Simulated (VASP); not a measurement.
A run of VASP 6.6.1:

The input INCAR:

```
SYSTEM = Se
ALGO     = Normal         ! electronic algorithm
EDIFF    = 1E-6           ! SCF threshold, eV
ENCUT    = 520            ! plane-wave cutoff, eV
GGA      = PE             ! functional
ISIF     = 2              ! what is computed and relaxed
ISMEAR   = -1             ! smearing method
LASPH    = .True.         ! aspherical terms in the spheres
LCHARG   = .False.        ! write CHGCAR
LREAL    = .False.        ! projectors in reciprocal space
LWAVE    = .False.        ! write WAVECAR
NBANDS   = 13             ! bands
NELM     = 80             ! most SCF steps
PREC     = Accurate       ! precision mode
SIGMA    = 0.08           ! smearing width, eV
```

The input KPOINTS:

```
k-points
0
Gamma
  13 13 13
  0 0 0
```

Contents of POSCAR:

```
Se
1.0
    1.9318516887     -1.1153550925      3.1576422066
    0.0000000000      2.2307101850      3.1576422066
   -1.9318516887     -1.1153550925      3.1576422066
Se
2
Direct
    0.2500000000      0.2500000000      0.2500000000
   -0.2500000000     -0.2500000000     -0.2500000000
```

Potentials or basis: VASP PAW PBE potentials, release 64 (Se).

Launch:

```console
$ cat potpaw_PBE.64/Se/POTCAR > POTCAR
$ mpirun -np 1 vasp_std > vasp.out
```

Hardware: 1 thread of AMD EPYC 9R45 96-Core Processor (Zen 5) (shared host).

**Question.** Estimate the wall time of this run.

**Answer.** It took 49 s on 1 thread of AMD EPYC 9R45 96-Core Processor (Zen 5) (shared host), peak memory 0.21 GiB. Counts: scf iterations 11, k points 231.
